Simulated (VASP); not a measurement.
Write the native input for VASP 6.6.1 that does the following.

```
Task                   : single point
Functional             : LDA
Potentials or basis    : VASP PAW LDA potentials, release 64 (Ti_sv, Al)
Cutoff                 : 520 eV
k mesh                 : 14 × 14 × 14
Occupations            : gaussian, width 0.15 eV
Spin                   : no spin polarisation
Dipole correction      : no
Further INCAR settings : ALGO = Fast; EDIFF = 1e-06; NBANDS = 14
```

The structure of TiAl lies in POSCAR:

```
TiAl
1.0
    2.7804367431      0.0000000000      0.0000000000
    0.0000000000      3.2099985995      0.0000000000
    0.0000000000      0.0000000000      3.1240862282
Ti Al
1 1
Direct
    0.0000000000      0.0000000000      0.0000000000
    0.5000000000      0.5000000000      0.5000000000
```

This cell differs from its parent crystal: normal strain along x -0.1100, normal strain along y +0.0275.

One way to write it, as run:

INCAR

```
SYSTEM = TiAl
ALGO = Fast ; EDIFF = 1E-6
ENCUT = 520 ; ISIF = 2
ISMEAR = 0 ; LASPH = .True.
LCHARG = .False. ; LREAL = .False.
LWAVE = .False. ; NBANDS = 14
NELM = 80 ; PREC = Accurate
SIGMA = 0.15
```

KPOINTS

```
k-points
0
Gamma
  14 14 14
  0 0 0
```

Potentials or basis: VASP PAW LDA potentials, release 64 (Ti_sv, Al).

The run is started by

```bash
$ cat potpaw_LDA.64/Ti_sv/POTCAR potpaw_LDA.64/Al/POTCAR > POTCAR
$ mpirun -np 1 vasp_std > vasp.out
```

Results of the run:

The pressure is 14.3 GPa.

Caveat: the cell differs from its parent crystal (normal strain along x -0.1100, normal strain along y +0.0275).

Run time: 87 s on 1 thread of Intel(R) Xeon(R) 6975P-C (Granite Rapids), with other jobs on the host, peak memory 0.3 GiB.
